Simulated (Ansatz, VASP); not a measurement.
# Pt: VASP beside Ansatz

POSCAR

```
Pt
1.0
    0.0000000000      1.9609000000      1.9609000000
    1.9609000000      0.0000000000      1.9609000000
    1.9609000000      1.9609000000      0.0000000000
Pt
1
Direct
    0.0000000000      0.0000000000      0.0000000000
```

File INCAR.step1:

```
PREC     = Accurate       # precision mode
ENCUT    = 550            # plane-wave cutoff, eV
ISMEAR   = -1             # smearing method
SIGMA    = 0.1            # smearing width, eV
LREAL    = False          # projectors in reciprocal space
LASPH    = True           # aspherical terms in the spheres
NELM     = 120            # most SCF steps
GGA      = PE             # functional
ALGO     = Normal         # electronic algorithm
EDIFF    = 1E-5           # SCF threshold, eV
LWAVE    = True           # write WAVECAR
LCHARG   = False          # write CHGCAR
GGA_COMPAT= False        
IBRION   = 2              # ionic algorithm
ISIF     = 3              # what is computed and relaxed
EDIFFG   = -0.005         # ionic threshold
NELMIN   = 4            
NSW      = 100            # ionic steps
```

File INCAR.step2:

```
PREC     = Accurate       # precision mode
ENCUT    = 550            # plane-wave cutoff, eV
EDIFF    = 1E-7           # SCF threshold, eV
ISMEAR   = -1             # smearing method
SIGMA    = 0.1            # smearing width, eV
LREAL    = False          # projectors in reciprocal space
LASPH    = True           # aspherical terms in the spheres
NELM     = 120            # most SCF steps
ALGO     = Normal         # electronic algorithm
ISIF     = 3              # what is computed and relaxed
LWAVE    = False          # write WAVECAR
LCHARG   = False          # write CHGCAR
METAGGA  = R2SCAN         # meta-GGA
LMIXTAU  = True         
IVDW     = 13             # dispersion correction
VDW_S6   = 1.0          
VDW_S8   = 0.6018749    
VDW_A1   = 0.51559235   
VDW_A2   = 5.77342911   
IBRION   = 2              # ionic algorithm
NSW      = 60             # ionic steps
EDIFFG   = -0.01          # ionic threshold
ISTART   = 1            
GGA_COMPAT= False        
NELMIN   = 4
```

Contents of KPOINTS:

```
Automatic mesh
0
Gamma
  12 12 12
```

Input for Ansatz:

```yaml
crystal:
  lattice:
    bravais: fcc
    a: 3.9218
  space_group: 225
  atoms:
    - { symbol: Pt, position: [0.0, 0.0, 0.0] }
  reduce_to_primitive: true
kpoints:
  mp_grid:
    grid: [12, 12, 12]
hamiltonian:
  xc: r2scan
  dispersion: d4
scf:
  occupations:
    method: fermi_dirac
    width: 0.1
relax:
  max_steps: 40
  cell: {}
```

Alike in both runs: task relaxation of cell and atoms; functional r2SCAN; dispersion D4; k mesh 12 × 12 × 12; occupations fermi-dirac, width 0.1 eV; no spin polarisation.

|  | VASP | Ansatz |
| --- | --- | --- |
| version | VASP 6.6.1 | Ansatz 0.2.0 |
| potentials or method | VASP PAW PBE potentials, release 64 (Pt) | plane waves, PAW |
| plane-wave cutoff (eV) | 550 | 500 |
| valence electrons in the cell | 10 | 18 |

Ansatz gave:

- relaxed volume (Å³/atom): 15.19
- relaxed cell length with the largest relative difference (Å): 2.780

**Question.** What did VASP give for the same quantities?

**Answer.** Relaxed volume (Å³/atom): 15.23; relaxed cell length with the largest relative difference (Å): 2.783.

VASP's potentials were made for PBE, not for r2SCAN. VASP's potentials hold 10 valence electrons a cell and Ansatz's 18, so a difference there can come from the potentials and not from the codes.

Spin-orbit coupling is off throughout.
